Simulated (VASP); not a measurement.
Write the native input for VASP 6.6.1 that does the following.

```
Task                   : single point
Functional             : PBE
Potentials or basis    : VASP PAW PBE potentials, release 64 (Li_sv)
Cutoff                 : 520 eV
k mesh                 : 12 × 12 × 12
Occupations            : fermi-dirac, width 0.05 eV
Spin                   : no spin polarisation
Dipole correction      : no
Further INCAR settings : ALGO = Normal; EDIFF = 1e-06; NBANDS = 12
```

The structure of Li lies in POSCAR:

```
Li
1.0
    1.5504989657      0.8951809952      7.5124170000
   -1.5504989657      0.8951809952      7.5124170000
    0.0000000000     -1.7903619905      7.5124170000
Li
3
Direct
    0.0000000000      0.0000000000      0.0000000000
    0.2220000000      0.2220000000      0.2220000000
    0.7780000000      0.7780000000      0.7780000000
```

This cell differs from its parent crystal: zz strain of -1 %.

These files were run (other wordings do the same):

INCAR

```
PREC = Accurate
ENCUT = 520
EDIFF = 1E-6
ISMEAR = -1
SIGMA = 0.05
LREAL = F
LASPH = T
NELM = 60
ALGO = Normal
ISIF = 2
LWAVE = F
LCHARG = F
GGA = PE
NBANDS = 12
```

KPOINTS

```
Automatic mesh
0
Gamma
  12 12 12
```

Potentials or basis: VASP PAW PBE potentials, release 64 (Li_sv).

The run is started by

```sh
$ cat potpaw_PBE.64/Li_sv/POTCAR > POTCAR
$ mpirun -np 1 vasp_std > vasp.out
```

Results of the run:

The largest force is 0.009 eV/Å and the band gap on the k mesh is zero (an odd number of electrons rules out a gap without spin polarisation).

Caveat: the cell differs from its parent crystal (zz strain of -1 %).

Wall time 16 min on 1 thread of AMD EPYC 7R43 64-Core Processor (Zen 3) (shared host), peak memory 0.46 GiB.
